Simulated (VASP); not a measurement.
Set up this calculation in VASP 6.6.1, as the native input.

```
Task                   : single point
Functional             : PBE
Potentials or basis    : VASP PAW PBE potentials, release 64 (I, Ni)
Cutoff                 : 520 eV
k mesh                 : 8 × 8 × 4
Occupations            : fermi-dirac, width 0.05 eV
Spin                   : collinear spin, ferromagnetic start
Starting moments       : [0.0, 0.0, 1.0, 1.0] μB
Dipole correction      : no
Further INCAR settings : ALGO = Normal; EDIFF = 1e-06; NBANDS = 29
```

The structure of NiI lies in POSCAR:

```
NiI
1.0
    4.0283192625      0.0000000000      0.0000000000
   -2.0141596313      3.4886268159      0.0000000000
    0.0000000000      0.0000000000      6.8263665028
I Ni
2 2
Direct
    0.6666666667      0.3333333333      0.5051870000
    0.3333333333      0.6666666667      0.0051870000
    0.6666666667      0.3333333333      0.8698150000
    0.3333333333      0.6666666667      0.3698150000
```

One way to write it, as run:

INCAR

```
SYSTEM = NiI
  PREC = Accurate
  ENCUT = 520
  EDIFF = 1E-6
  ISMEAR = -1
  SIGMA = 0.05
  LREAL = .False.
  LASPH = .True.
  NELM = 150
  ALGO = Normal
  ISIF = 2
  LWAVE = .False.
  LCHARG = .True.
  ISPIN = 2
  MAGMOM = 0 0 1 1
  LORBIT = 11
  LMAXMIX = 4
  GGA = PE
  LELF = .True.
  LVHAR = .True.
  NBANDS = 29
```

KPOINTS

```
regular mesh
0
Gamma
  8 8 4
  0 0 0
```

Potentials or basis: VASP PAW PBE potentials, release 64 (I, Ni).

The run is started by

```sh
$ cat potpaw_PBE.64/I/POTCAR potpaw_PBE.64/Ni/POTCAR > POTCAR
$ mpirun -np 1 vasp_std > vasp.out
```

Results of the run:

```
Pressure                                              : 1.7 GPa
Largest force                                         : 0.013 eV/Å
Net moment                                            : 0.39 μB per cell
Site moments                                          : I +0.02; Ni +0.16 μB
Valence electrons inside the program's atomic spheres : I 4.32; Ni 9.28
```

Wall time 5.8 min on 1 thread of Oxide Virtual Turin-like Processor, with other jobs on the host, peak memory 0.29 GiB.
